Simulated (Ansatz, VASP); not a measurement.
## One calculation of C, two programs

File INCAR:

```
ALGO = Normal
EDIFF = 1E-6
ENCUT = 1300
GGA = CA
GGA_COMPAT = F
ISIF = 2
ISMEAR = 0
LASPH = T
LCHARG = F
LREAL = F
LWAVE = F
NBANDS = 11
NELM = 120
PREC = Accurate
SIGMA = 0.05
```

Contents of KPOINTS:

```
k-points
0
Gamma
  12 12 12
```

Contents of POSCAR:

```
C
1.0
    0.0000000000      1.7834000000      1.7834000000
    1.7834000000      0.0000000000      1.7834000000
    1.7834000000      1.7834000000      0.0000000000
C
2
Direct
    0.5000000000      0.5000000000      0.5000000000
    0.7500000000      0.7500000000      0.7500000000
```

Input for Ansatz:

```yaml
crystal:
  lattice:
    - [0.0, 1.7834, 1.7834]
    - [1.7834, 0.0, 1.7834]
    - [1.7834, 1.7834, 0.0]
  atoms:
    - { symbol: C, position: [0.5, 0.5, 0.5] }
    - { symbol: C, position: [0.75, 0.75, 0.75] }
basis:
  ecutwfc: 420
kpoints:
  mp_grid: { grid: [12, 12, 12] }
hamiltonian:
  xc: lda
scf:
  occupations: { method: gaussian, width: 0.05 }
output:
  forces: true
  stress: true
  eigenvalues: true
```

Alike in both runs: task single point; functional LDA; k mesh 12 × 12 × 12; occupations gaussian, width 0.05 eV; no spin polarisation.

|  | VASP | Ansatz |
| --- | --- | --- |
| version | VASP 6.6.1 | Ansatz 0.2.0 |
| potentials or method | VASP PAW LDA potentials, release 64 (C_h), cutoff 1300 eV | scalar-relativistic, plane waves, PAW |
| valence electrons in the cell | 8 | 8 |

|  | VASP | Ansatz | Ansatz less VASP |
| --- | --- | --- | --- |
| gap on the k mesh at the Fermi level (eV) | 4.12 | 4.13 | +0.002 |
| least direct gap on the mesh (eV) | 5.54 | 5.54 | -0.004 |
| pressure (GPa) | -12.3 | -13.1 | -0.84 |

LDA's correlation is that of Perdew and Zunger in VASP and of Perdew and Wang (1992) in Ansatz.
